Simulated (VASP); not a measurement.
# K (Im-3m) in VASP: further runs, part 2 of 2

VASP 6.6.1. Earlier steps stand in the parts before.

### Step 4. Single point, r2SCAN

This run uses another cell than the first one, of 76.08 Å³/atom.

POSCAR

```
K
1.0
   -2.6693153315      2.6693153315      2.6693153315
    2.6693153315     -2.6693153315      2.6693153315
    2.6693153315      2.6693153315     -2.6693153315
K
1
Direct
    0.0000000000      0.0000000000      0.0000000000
```

INCAR.step1

```
ALGO     = Normal         # electronic algorithm
EDIFF    = 1E-4           # SCF threshold, eV
ENCUT    = 520            # plane-wave cutoff, eV
GGA      = PE             # functional
ISMEAR   = 0              # smearing method
LASPH    = True           # aspherical terms in the spheres
LCHARG   = False          # write CHGCAR
LREAL    = False          # projectors in reciprocal space
LWAVE    = True           # write WAVECAR
NBANDS   = 10             # bands
NELM     = 60             # most SCF steps
PREC     = Accurate       # precision mode
SIGMA    = 0.1            # smearing width, eV
```

INCAR.step2

```
ALGO     = Normal         # electronic algorithm
EDIFF    = 1E-6           # SCF threshold, eV
ENCUT    = 520            # plane-wave cutoff, eV
ISIF     = 2              # what is computed and relaxed
ISMEAR   = 0              # smearing method
ISTART   = 1            
LASPH    = True           # aspherical terms in the spheres
LCHARG   = False          # write CHGCAR
LMIXTAU  = True         
LREAL    = False          # projectors in reciprocal space
LWAVE    = False          # write WAVECAR
METAGGA  = R2SCAN         # meta-GGA
NBANDS   = 10             # bands
NELM     = 60             # most SCF steps
PREC     = Accurate       # precision mode
SIGMA    = 0.1            # smearing width, eV
```

KPOINTS

```
k-points
0
Gamma
  12 12 12
```

Run with:

```bash
cat potpaw_PBE.64/K_sv/POTCAR > POTCAR
cp INCAR.step1 INCAR
mpirun -np 1 vasp_std > vasp.out
cp INCAR.step2 INCAR
mpirun -np 1 vasp_std > vasp.out
```

Run time: 66 s. Hardware: 1 thread of Intel Xeon 6975P-C (Granite Rapids), shared host; peak memory 0.23 GiB.

Results (log left out):

```yaml
Free_energy: -6.0129 eV
Pressure: 0.0 GPa
Band_gap_on_the_k_mesh: zero (an odd number of electrons rules out a gap without spin polarisation)
```

Levels at points of the mesh, in eV from the Fermi level:
```csv
k point,band 1,band 2,band 3,band 4,band 5,band 6,band 7,band 8
"(0.00, 0.00, 0.00)",-33.66,-16.33,-16.33,-16.33,-2.24,4.74,4.74,4.74
"(0.50, 0.00, 0.00)",-33.66,-16.39,-16.35,-16.33,0.59,0.64,3.49,5.38
"(0.50, 0.50, 0.50)",-33.65,-16.38,-16.38,-16.38,1.82,1.82,3.70,3.70
```

Caveat: the PAW data sets were made with another functional, which shifts forces and pressure a little.

### Step 5. Single point, r2SCAN

This run uses another cell than the first one, of 76.08 Å³/atom.

POSCAR is that of step 4.

INCAR.step1

```
SYSTEM = K
ALGO = Normal
EDIFF = 1E-4
ENCUT = 520
GGA = PE
ISMEAR = 0
LASPH = .TRUE.
LCHARG = .FALSE.
LREAL = .FALSE.
LWAVE = .TRUE.
NBANDS = 10
NELM = 60
PREC = Accurate
SIGMA = 0.1
```

INCAR.step2

```
SYSTEM = K
ALGO = Normal
EDIFF = 1E-7
ENCUT = 520
ISIF = 2
ISMEAR = 0
ISTART = 1
LASPH = .TRUE.
LCHARG = .FALSE.
LMIXTAU = .TRUE.
LREAL = .FALSE.
LWAVE = .FALSE.
METAGGA = R2SCAN
NBANDS = 10
NELM = 60
PREC = Accurate
SIGMA = 0.1
```

KPOINTS

```
k-points
0
G
  12 12 12
  0 0 0
```

Run with:

```bash
cat potpaw_PBE.64/K_sv/POTCAR > POTCAR
cp INCAR.step1 INCAR
mpirun -np 1 vasp_std > vasp.out
cp INCAR.step2 INCAR
mpirun -np 1 vasp_std > vasp.out
```

It took 71 s on 1 thread of Intel Xeon 6975P-C (Granite Rapids), shared host; peak memory 0.23 GiB.

It converged, with:

| Quantity | Value |
| --- | --- |
| Free energy | -6.0129 eV |
| Pressure | 0.0 GPa |
| Band gap on the k mesh | zero (an odd number of electrons rules out a gap without spin polarisation) |

Levels at points of the mesh, in eV from the Fermi level:
```tsv
k point	band 1	band 2	band 3	band 4	band 5	band 6	band 7	band 8	band 9
(0.00, 0.00, 0.00)	-33.66	-16.33	-16.33	-16.33	-2.24	4.74	4.74	4.74	5.68
(0.50, 0.00, 0.00)	-33.66	-16.39	-16.35	-16.33	0.59	0.64	3.49	5.38	6.23
(0.50, 0.50, 0.50)	-33.65	-16.38	-16.38	-16.38	1.82	1.82	3.70	3.70	3.70
```

Caveat: the PAW data sets were made with another functional, which shifts forces and pressure a little.

### Step 6. Single point, r2SCAN (78.36 Å³/atom)

This run uses another cell than the first one, of 78.36 Å³/atom.

POSCAR

```
K
1.0
   -2.6957459151      2.6957459151      2.6957459151
    2.6957459151     -2.6957459151      2.6957459151
    2.6957459151      2.6957459151     -2.6957459151
K
1
Direct
    0.0000000000      0.0000000000      0.0000000000
```

INCAR.step1

```
PREC = Accurate
ENCUT = 520
ISMEAR = 0
SIGMA = 0.1
LREAL = F
LASPH = T
NELM = 60
NBANDS = 10
GGA = PE
ALGO = Normal
EDIFF = 1E-4
LWAVE = T
LCHARG = F
```

INCAR.step2

```
PREC = Accurate
ENCUT = 520
EDIFF = 1E-7
ISMEAR = 0
SIGMA = 0.1
LREAL = F
LASPH = T
NELM = 60
ALGO = Normal
ISIF = 2
LWAVE = F
LCHARG = F
METAGGA = R2SCAN
LMIXTAU = T
NBANDS = 10
ISTART = 1
```

KPOINTS

```
regular mesh
0
Gamma
  12 12 12
```

Potentials or basis: VASP PAW PBE potentials, release 64 (K_sv).

Run with:

```bash
cat potpaw_PBE.64/K_sv/POTCAR > POTCAR
cp INCAR.step1 INCAR
mpirun -np 1 vasp_std > vasp.out
cp INCAR.step2 INCAR
mpirun -np 1 vasp_std > vasp.out
```

It took 75 s on 1 thread of Intel Xeon 6975P-C (Granite Rapids), shared host; peak memory 0.23 GiB.

It converged, with:

```yaml
Free_energy: -6.0125 eV
Pressure: -0.1 GPa
Band_gap_on_the_k_mesh: zero (an odd number of electrons rules out a gap without spin polarisation)
```

Levels at points of the mesh, in eV from the Fermi level:
| k point | band 1 | band 2 | band 3 | band 4 | band 5 | band 6 | band 7 | band 8 |
| --- | --- | --- | --- | --- | --- | --- | --- | --- |
| (0.00, 0.00, 0.00) | -33.68 | -16.36 | -16.36 | -16.36 | -2.20 | 4.71 | 4.71 | 4.71 |
| (0.50, 0.00, 0.00) | -33.68 | -16.41 | -16.37 | -16.36 | 0.59 | 0.63 | 3.48 | 5.32 |
| (0.50, 0.50, 0.50) | -33.68 | -16.40 | -16.40 | -16.40 | 1.83 | 1.83 | 3.62 | 3.62 |

Caveat: the PAW data sets were made with another functional, which shifts forces and pressure a little.

### Step 7. Single point, r2SCAN (80.64 Å³/atom)

This run uses another cell than the first one, of 80.64 Å³/atom.

POSCAR

```
K
1.0
   -2.7216681391      2.7216681391      2.7216681391
    2.7216681391     -2.7216681391      2.7216681391
    2.7216681391      2.7216681391     -2.7216681391
K
1
Direct
    0.0000000000      0.0000000000      0.0000000000
```

INCAR.step1

```
ALGO = Normal
EDIFF = 1E-4
ENCUT = 520
GGA = PE
ISMEAR = 0
LASPH = T
LCHARG = F
LREAL = F
LWAVE = T
NBANDS = 10
NELM = 80
PREC = Accurate
SIGMA = 0.1
```

INCAR.step2

```
ALGO = Normal
EDIFF = 1E-7
ENCUT = 520
ISIF = 2
ISMEAR = 0
ISTART = 1
LASPH = T
LCHARG = T
LELF = T
LMIXTAU = T
LREAL = F
LVHAR = T
LWAVE = F
METAGGA = R2SCAN
NBANDS = 10
NELM = 80
PREC = Accurate
SIGMA = 0.1
```

KPOINTS

```
k-points
0
Gamma
  12 12 12
```

Run with:

```bash
cat potpaw_PBE.64/K_sv/POTCAR > POTCAR
cp INCAR.step1 INCAR
mpirun -np 1 vasp_std > vasp.out
cp INCAR.step2 INCAR
mpirun -np 1 vasp_std > vasp.out
```

Wall time 68 s (1 thread of Intel Xeon 6975P-C (Granite Rapids), shared host); peak memory 0.24 GiB.

Results (log left out):

| Item | Value |
| --- | --- |
| Free energy | -6.0109 eV |
| Pressure | -0.2 GPa |
| Band gap on the k mesh | zero (an odd number of electrons rules out a gap without spin polarisation) |

Levels at points of the mesh, in eV from the Fermi level:
```
           k point  band 1  band 2  band 3  band 4  band 5  band 6  band 7  band 8
(0.00, 0.00, 0.00)  -33.70  -16.38  -16.38  -16.38   -2.16    4.67    4.67    4.67
(0.50, 0.00, 0.00)  -33.70  -16.43  -16.40  -16.38    0.59    0.61    3.47    5.25
(0.50, 0.50, 0.50)  -33.70  -16.42  -16.42  -16.42    1.84    1.84    3.54    3.54
```

Caveat: the PAW data sets were made with another functional, which shifts forces and pressure a little.

### Step 8. Summary

```csv
cell,gap on the mesh (eV),pressure (GPa)
"a = 4.529 Å, angles 109.5°, 1 atom",none,0.2
"a = 4.577 Å, angles 109.5°, 1 atom",none,0.1
"a = 4.623 Å, angles 109.5°, 1 atom",none,0.0
"a = 4.669 Å, angles 109.5°, 1 atom",none,-0.1
"a = 4.714 Å, angles 109.5°, 1 atom",none,-0.2
```

Alike in all rows: task single point; level r2SCAN; potentials or basis VASP PAW PBE potentials, release 64 (K_sv); no spin polarisation; k mesh 12 × 12 × 12; cutoff (eV) 520; smearing gaussian 0.1 eV.

Caveats: the PAW data sets were made with another functional, which shifts forces and pressure a little.

Absolute energies hang on the potentials; compare differences alone.
